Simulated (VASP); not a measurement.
# InP (F-43m) in VASP: single point with PBE

Aim: the single point of InP with PBE.

Program: VASP 6.6.1. These are calculated values, not measurements. Logs are shortened: lines on timing, memory, paths and dates and some standing lists are left out, and cuts for length are marked.

## (1) The cell of the first run

The structure is cubic, space group F-43m (No. 216). Conventional cell: a = 5.773 Å, b = 5.773 Å, c = 5.773 Å, α = 90.00°, β = 90.00°, γ = 90.00°. Within 3.3 Å of In (site symmetry -43m) lie 4 P at 2.50 Å. P (site symmetry -43m) has 4 In at 2.50 Å within 3.3 Å.

## (2) Single point, PBE (strain -0.015 along x and y, -0.015 along z)

INCAR reads:

```
SYSTEM = InP
PREC = Accurate
ENCUT = 520
EDIFF = 1E-6
ISMEAR = 0
SIGMA = 0.05
LREAL = .False.
LASPH = .True.
NELM = 100
ALGO = Normal
ISIF = 2
LWAVE = .False.
LCHARG = .False.
GGA = PE
NBANDS = 16
```

KPOINTS reads:

```
Automatic mesh
0
Gamma
  8 8 8
  0 0 0
```

POSCAR reads:

```
InP
1.0
    0.0000000000      2.8865425000      2.8865425000
    2.8865425000      0.0000000000      2.8865425000
    2.8865425000      2.8865425000      0.0000000000
In P
1 1
Direct
    0.0000000000      0.0000000000      0.0000000000
    0.7500000000      0.7500000000      0.7500000000
```

Potentials or basis: VASP PAW PBE potentials, release 64 (In_d, P).

Launch:

```
$ cat potpaw_PBE.64/In_d/POTCAR potpaw_PBE.64/P/POTCAR > POTCAR
$ mpirun -np 1 vasp_std > vasp.out
```

OUTCAR:

```text
SYSTEM = InP
   PREC = Accurate
   ENCUT = 520
   EDIFF = 1E-6
   ISMEAR = 0
   LREAL = .False.
   LASPH = .True.
   NELM = 100
   ISIF = 2
   GGA = PE

 ion  position               nearest neighbor table
   1  0.000  0.000  0.000-   2 2.50   2 2.50   2 2.50   2 2.50
   2  0.750  0.750  0.750-   1 2.50   1 2.50   1 2.50   1 2.50

  LATTYP: Found a face centered cubic cell.
 ALAT       =     5.7730850000

  Lattice vectors:

 A1 = (   0.0000000000,   2.8865425000,   2.8865425000)
 A2 = (   2.8865425000,   0.0000000000,   2.8865425000)
 A3 = (   2.8865425000,   2.8865425000,   0.0000000000)

Analysis of symmetry for initial positions (statically):
=====================================================================
 Subroutine PRICEL returns:
 Original cell was already a primitive cell.

 Routine SETGRP: Setting up the symmetry group for a
 face centered cubic supercell.

 Subroutine GETGRP returns: Found 24 space group operations
 (whereof 24 operations were pure point group operations)
 out of a pool of 48 trial point group operations.

The static configuration has the point symmetry T_d .

Analysis of symmetry for dynamics (positions and initial velocities):
=====================================================================
 Subroutine PRICEL returns:
 Original cell was already a primitive cell.

 Routine SETGRP: Setting up the symmetry group for a
 face centered cubic supercell.

 Subroutine GETGRP returns: Found 24 space group operations
 (whereof 24 operations were pure point group operations)
 out of a pool of 48 trial point group operations.

The dynamic configuration has the point symmetry T_d .

 Subroutine INISYM returns: Found 24 space group operations
 (whereof 24 operations are pure point group operations),
 and found     1 'primitive' translations

----------------------------------------------------------------------------------------

                                     Primitive cell

  volume of cell :      48.1021

  direct lattice vectors                    reciprocal lattice vectors
     0.000000000  2.886542500  2.886542500    -0.173217612  0.173217612  0.173217612
     2.886542500  0.000000000  2.886542500     0.173217612 -0.173217612  0.173217612
     2.886542500  2.886542500  0.000000000     0.173217612  0.173217612 -0.173217612
[... 74 lines left out ...]
 SYSTEM =  InP
   PREC   = accura    normal or accurate (medium, high low for compatibility)
   ISTART =      0    job   : 0-new  1-cont  2-samecut
   ICHARG =      2    charge: 1-file 2-atom 10-const
   ISPIN  =      1    spin polarized calculation?
   LNONCOLLINEAR =      F non collinear calculations
   LSORBIT =      F    spin-orbit coupling
   LASPH  =      T    aspherical Exc in radial PAW
   ENCUT  =  520.0 eV  38.22 Ry    6.18 a.u.   7.59  7.59  7.59*2*pi/ulx,y,z
   NELM   =    100;   NELMIN=  2; NELMDL= -5     # of ELM steps
   EDIFF  = 0.1E-05   stopping-criterion for ELM
   LREAL  =      F    real-space projection
   EDIFFG = 0.1E-04   stopping-criterion for IOM
   NSW    =      0    number of steps for IOM
   IBRION =     -1    ionic relax: 0-MD 1-quasi-New 2-CG
   NFREE  =      0    steps in history (QN), initial steepest desc. (CG)
   ISIF   =      2    stress and relaxation
   ISYM   =      2    0-nonsym 1-usesym 2-fastsym
   POTIM  = 0.5000    time-step for ionic-motion
   TEBEG  =    0.0;   TEEND  =   0.0 temperature during run
   PSTRESS=    0.0 pullay stress
   NELECT =      18.0000    total number of electrons
   NUPDOWN=      -1.0000    fix difference up-down
   EMIN   =  10.00;   EMAX   =-10.00  energy-range for DOS
   EFERMI =   0.00;   METHOD = LEGACY
   ISMEAR =     0;   SIGMA  =   0.05  broadening in eV -4-tet -1-fermi 0-gaus
   EFERMI_NEDOS =   21; number of points for ismear=-14 and -15
   IALGO  =     38    algorithm
   IMIX   =      4    mixing-type and parameters
     AMIX     =   0.40;   BMIX     =  1.00
     AMIX_MAG =   1.60;   BMIX_MAG =  1.00
  volume/ion in A,a.u.               =      24.05       162.30
  Fermi-wavevector in a.u.,A,eV,Ry     =   1.179717  2.229341 18.935655  1.391731
  Thomas-Fermi vector in A             =   2.316022
   LORBIT       =      0    0 simple, 1 ext, 2 COOP (PROOUT), +10 PAW based schemes
   GGA     = PE    functional components
   LHFCALC =     F    Hartree Fock is set to
   AEXX    =    0.0000 exact exchange contribution
   IVDW    =     0    specifies the selected vdW correction
   LEPSILON=     F    determine dielectric tensor
   LRPA    =     F    only Hartree local field effects (RPA)
 non-spin polarized calculation
 Gauss-broadening in eV      SIGMA  =   0.05
  energy-cutoff  :      520.00
  volume of cell :       48.10
 maximum number of plane-waves:      1314
   NGX = 15   NGY = 15   NGZ = 15

 number of electron      18.0000006 magnetization

 Free energy of the ion-electron system (eV)
  ---------------------------------------------------
  ext. energy  EPLUGINS =         0.00000000
  ---------------------------------------------------
  free energy    TOTEN  =        -8.30958531 eV

  energy without entropy =       -8.30958531  energy(sigma->0) =       -8.30958531

 E-fermi :   5.9460     XC(G=0):  -9.4859

 val. band max:        5.6993117392   @ k =   0.0000   0.0000   0.0000
 cond. band min:       6.6575628069   @ k =   0.0000   0.0000   0.0000
 fundamental gap:      0.9582510677
 Fermi energy:         5.9460212241

 k-point     1 :       0.0000    0.0000    0.0000
  band No.  band energies     occupation
      1      -8.5869      2.00000
      2      -8.5869      2.00000
      3      -8.5869      2.00000
      4      -8.4106      2.00000
      5      -8.4106      2.00000
      6      -6.1394      2.00000
[... 433 lines left out ...]
      3      -8.5070      2.00000
      4      -8.4175      2.00000
      5      -8.3955      2.00000
      6      -3.9156      2.00000
[... 8 lines left out ...]
     15      16.5244      0.00000
     16      17.2096      0.00000

 [... further k-points ...]
[... 5 lines left out ...]
  --------------------------------------------------------------------------------------
  -------------------------------------------------------------------------------------
  Total        2.1006000      2.1006000      2.1006000      0.0000000      0.0000000      0.0000000
  in kB       69.9664873     69.9664873     69.9664873      0.0000000      0.0000000      0.0000000
  external PRESSURE =      69.9664873 kB  Pullay stress =       0.0000000 kB

 VOLUME and BASIS-vectors are now :
 -----------------------------------------------------------------------------
  energy-cutoff  :      520.00
  volume of cell :       48.10
      direct lattice vectors                 reciprocal lattice vectors
     0.000000000  2.886542500  2.886542500    -0.173217612  0.173217612  0.173217612
     2.886542500  0.000000000  2.886542500     0.173217612 -0.173217612  0.173217612
     2.886542500  2.886542500  0.000000000     0.173217612  0.173217612 -0.173217612

 POSITION                                       TOTAL-FORCE (eV/Angst)
 -----------------------------------------------------------------------------------
      0.00000      0.00000      0.00000        -0.000000      0.000000      0.000000
      4.32981      4.32981      4.32981         0.000000     -0.000000     -0.000000
 -----------------------------------------------------------------------------------
    total drift:                                0.000000      0.000000      0.000000

  FREE ENERGIE OF THE ION-ELECTRON SYSTEM (eV)
  ---------------------------------------------------
  free  energy   TOTEN  =        -8.3095853057 eV

  energy  without entropy=       -8.3095853057  energy(sigma->0) =       -8.30958531
```

stdout:

```text
POSCAR found type information on POSCAR InP
 POSCAR found :  2 types and       2 ions
 scaLAPACK will be used
 LDA part: xc-table for (Slater+PW92), standard interpolation
 POSCAR, INCAR and KPOINTS ok, starting setup
 FFT: planning ... GRIDC
 FFT: planning ... GRID_SOFT
 FFT: planning ... GRID
 WAVECAR not read
 entering main loop
```

Run time: 10 s. Hardware: 1 thread of AMD EPYC 9R45 (Zen 5), shared host; peak memory 0.14 GiB.

Results:

```yaml
Free_energy: -8.3096 eV
Pressure: 7.0 GPa
Band_gap_on_the_k_mesh: 0.96 eV, direct
```

Levels at points of the mesh, in eV from the valence-band top:
```csv
k point,band 7,band 8,band 9,band 10,band 11,band 12
"(0.00, 0.00, 0.00)",0.00,0.00,0.00,0.96,4.09,4.09
"(0.50, 0.00, 0.00)",-5.98,-1.04,-1.04,1.61,4.81,4.81
"(0.50, 0.50, 0.00)",-5.95,-2.48,-2.48,1.68,2.26,9.50
```

Caveat: the cell differs from its parent crystal (strain -0.015 along x and y, -0.015 along z); spin-orbit coupling is left out, which moves the levels of the heavy elements.
